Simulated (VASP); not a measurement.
Input of a VASP 6.6.1 run:

Contents of INCAR:

```
SYSTEM = FeGe
PREC = Accurate
ENCUT = 520
EDIFF = 1E-6
ISMEAR = -1
SIGMA = 0.05
LREAL = .FALSE.
LASPH = .TRUE.
NELM = 150
ALGO = Normal
ISIF = 2
LWAVE = .FALSE.
LCHARG = .FALSE.
ISPIN = 2
MAGMOM = 0 0 0 3 3 3
LORBIT = 11
LMAXMIX = 4
LDAU = .TRUE.
LDAUTYPE = 2
LDAUL = -1 2
LDAUU = 0 2
LDAUJ = 0 0
LDAUPRINT = 1
GGA = CA
NBANDS = 46
```

Contents of KPOINTS:

```
regular mesh
0
G
  6 6 7
  0 0 0
```

Contents of POSCAR:

```
FeGe
1.0
    4.8998456664      0.0000000000      0.0000000000
   -2.4499228332      4.2433908217      0.0000000000
    0.0000000000      0.0000000000      3.9981919157
Ge Fe
3 3
Direct
    0.6666666667      0.3333333333      0.5000000000
    0.3333333333      0.6666666667      0.5000000000
    0.0000000000      0.0000000000      0.0000000000
    0.0000000000      0.5000000000      0.0000000000
    0.5000000000      0.5000000000      0.0000000000
    0.5000000000      0.0000000000      0.0000000000
```

Potentials or basis: VASP PAW LDA potentials, release 64 (Ge_d, Fe).

Launch:

```console
$ cat potpaw_LDA.64/Ge_d/POTCAR potpaw_LDA.64/Fe/POTCAR > POTCAR
$ mpirun -np 1 vasp_std > vasp.out
```

Question: Estimate the pressure.

Answer: -1.1 GPa.

Question: Estimate the site moments.

Answer: Ge -0.08, -0.10 (each value once); Fe +2.03 μB.

Eigenvalues of the final occupation matrices:
```
    site  spin  trace               eigenvalues
site 4 d     1   4.29  0.81 0.85 0.86 0.88 0.89
site 4 d     2   2.25  0.31 0.31 0.43 0.59 0.62
site 5 d     1   4.29  0.81 0.85 0.86 0.88 0.89
site 5 d     2   2.25  0.31 0.31 0.43 0.59 0.62
site 6 d     1   4.29  0.81 0.85 0.86 0.88 0.89
site 6 d     2   2.25  0.31 0.31 0.43 0.59 0.62
```

Caveat: the U is typed as a test and isn't derived for this compound. The state reached can hang on the start; a lower one may exist.
